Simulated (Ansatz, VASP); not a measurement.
# CdF2: VASP beside Ansatz

```
Cd F
1.0
     0.00000    2.64883    2.64883
     2.64883    0.00000    2.64883
     2.64883    2.64883    0.00000
Cd F
1 2
Direct
  0.77348 0.00000 0.00000
  0.25000 0.25000 0.25000
  0.75000 0.75000 0.75000
```

Alike in both runs: task single point; functional LDA; k mesh 8 × 8 × 8; occupations gaussian, width 0.05 eV; no spin polarisation.

```csv
,VASP,Ansatz
version,VASP 6.6.1,Ansatz 0.2.0
potentials or method,"VASP PAW LDA potentials, release 64 (Cd_sv_GW, F), cutoff 700 eV","scalar-relativistic, plane waves, PAW"
valence electrons in the cell,34,34
```

```csv
,VASP,Ansatz,Ansatz less VASP
gap on the k mesh at the Fermi level (eV),1.57,1.56,-0.006
least direct gap on the mesh (eV),2.73,2.72,-0.010
rms of the force components (eV/Å),8.935,8.750,-0.1852
```

LDA's correlation is that of Perdew and Zunger in VASP and of Perdew and Wang (1992) in Ansatz. Atom by atom the forces differ by 0.186 eV/Å (rms over components).
